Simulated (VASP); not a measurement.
Al, 2 atoms in the cell. Symmetry: P6_3/mmc, No. 194, hexagonal system. Conventional cell: a = 2.696 Å, b = 2.696 Å, c = 4.420 Å, α = 90.00°, β = 90.00°, γ = 120.00°. Within 3.6 Å of Al (site symmetry -6m2) lie 12 Al at 2.70 Å. This isn't the form of Al at room conditions, which is fcc.

```yaml
Program: VASP 6.6.1
Task: phonons
Functional: PBE
Dispersion: D3(BJ)
Potentials_or_basis: VASP PAW PBE potentials, release 64 (Al)
Cutoff: 520 eV
k_mesh: 18 × 18 × 10
Occupations: fermi-dirac, width 0.15 eV
Spin: no spin polarisation
Dipole_correction: no
Further_INCAR_settings: ALGO = Normal; EDIFF = 1e-08; NBANDS = 10; IBRION = 6; POTIM = 0.015; NSW = 1
```

Potentials or basis: VASP PAW PBE potentials, release 64 (Al).

Run with:

```sh
$ cat potpaw_PBE.64/Al/POTCAR > POTCAR
$ mpirun -np 1 vasp_std > vasp.out
```

Hardware: 1 thread of Intel(R) Xeon(R) 6975P-C (Granite Rapids) (shared host).

Q: Estimate the wall time of this run.

A: Wall time 120 s on 1 thread of Intel(R) Xeon(R) 6975P-C (Granite Rapids), on a shared host, peak memory 0.46 GiB. Counts: scf iterations 38, k points 222.
